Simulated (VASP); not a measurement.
# Si: electric field gradients with PBE

The system is Si.

```
CELL_PARAMETERS angstrom
0.08146 2.75620 2.75620
2.75620 0.08146 2.75620
2.75620 2.75620 0.08146
ATOMIC_POSITIONS crystal
Si 0.50000 0.50000 0.50000
Si 0.75000 0.75000 0.75000
```

This cell differs from its parent crystal: equal xy, yz and zx shear strains of +3 %.

- Program: VASP 6.6.1
- Task: electric field gradients
- Functional: PBE
- Potentials or basis: VASP PAW PBE potentials, release 64 (Si)
- Cutoff: 520 eV
- k mesh: 11 × 11 × 11
- Occupations: fermi-dirac, width 0.08 eV
- Spin: no spin polarisation
- Dipole correction: no
- Further INCAR settings: ALGO = Normal; EDIFF = 1e-08; NBANDS = 11

| Item | Value |
| --- | --- |
| Pressure | 2.2 GPa |
| Largest force | 0.446 eV/Å |
| Band gap on the k mesh | 0.49 eV (least direct gap 1.90 eV) |
| Largest electric field gradient by atom | Si +11.9 V/Å² |

Forces in eV/Å, atoms in the order of the input:
```
Si   0.258  0.258  0.258
Si  -0.258 -0.258 -0.258
```

Stress tensor (GPa, compression positive):
```
 2.23 -2.97 -2.97
-2.97  2.23 -2.97
-2.97 -2.97  2.23
```

Levels at points of the mesh, in eV from the valence-band top:
| k point | band 1 | band 2 | band 3 | band 4 | band 5 | band 6 | band 7 | band 8 | band 9 |
| --- | --- | --- | --- | --- | --- | --- | --- | --- | --- |
| (0.00, 0.00, 0.00) | -12.01 | -0.14 | 0.00 | 0.00 | 1.90 | 2.75 | 2.75 | 3.53 | 7.69 |

Electric field gradients, principal values (V/Å²):
```csv
atom,least,middle,greatest (by size)
1 Si,-5.936,-5.936,11.872
2 Si,-5.936,-5.936,11.872
```

Wall time 50 s on 1 thread of Intel(R) Xeon(R) Platinum 8375C CPU @ 2.90GHz (Ice Lake), with other jobs on the host, peak memory 0.19 GiB.

Caveat: the cell differs from its parent crystal (equal xy, yz and zx shear strains of +3 %); without QUAD_EFG the Cq values of the log hold for a quadrupole moment of 1 mb, not for the nuclei; an odd mesh through Γ misses points on the zone boundary, where band edges can lie.
